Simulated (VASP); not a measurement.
Set up this calculation in VASP 6.6.1, as the native input.

| Item | Value |
| --- | --- |
| Task | single point |
| Functional | PBE |
| Potentials or basis | VASP PAW PBE potentials, release 64 (B, N) |
| Cutoff | 600 eV |
| k mesh | 8 × 8 × 8 |
| Occupations | gaussian, width 0.1 eV |
| Spin | no spin polarisation |
| Dipole correction | no |
| Further INCAR settings | ALGO = Normal; EDIFF = 1e-06; NBANDS = 11 |

The structure of BN lies in POSCAR:

```
BN
1.0
    0.0000000000      1.8473895194      1.8473895194
    1.8473895194      0.0000000000      1.8473895194
    1.8473895194      1.8473895194      0.0000000000
B N
1 1
Direct
    0.5000000000      0.5000000000      0.5000000000
    0.0000000000      0.0000000000      0.0000000000
```

This cell differs from its parent crystal: Al replaced by B, lengths x 0.884, strained.

These files were run (other wordings do the same):

INCAR

```
  PREC = Accurate
  ENCUT = 600
  EDIFF = 1E-6
  ISMEAR = 0
  SIGMA = 0.1
  LREAL = F
  LASPH = T
  NELM = 120
  ALGO = Normal
  ISIF = 2
  LWAVE = F
  LCHARG = T
  GGA = PE
  LELF = T
  LVHAR = T
  NBANDS = 11
  GGA_COMPAT = F
```

KPOINTS

```
regular mesh
0
Gamma
  8 8 8
```

Potentials or basis: VASP PAW PBE potentials, release 64 (B, N).

Command:

```console
$ cat potpaw_PBE.64/B/POTCAR potpaw_PBE.64/N/POTCAR > POTCAR
$ mpirun -np 1 vasp_std > vasp.out
```

It gave:

The pressure is -44.3 GPa and the band gap on the k mesh is 0.14 eV, indirect (least direct gap 4.84 eV).

Caveat: the cell differs from its parent crystal (Al replaced by B, lengths x 0.884, strained).

Run time: 4.5 s on 1 thread of AMD EPYC 9R45 96-Core Processor (Zen 5) (shared host), peak memory 0.1 GiB.
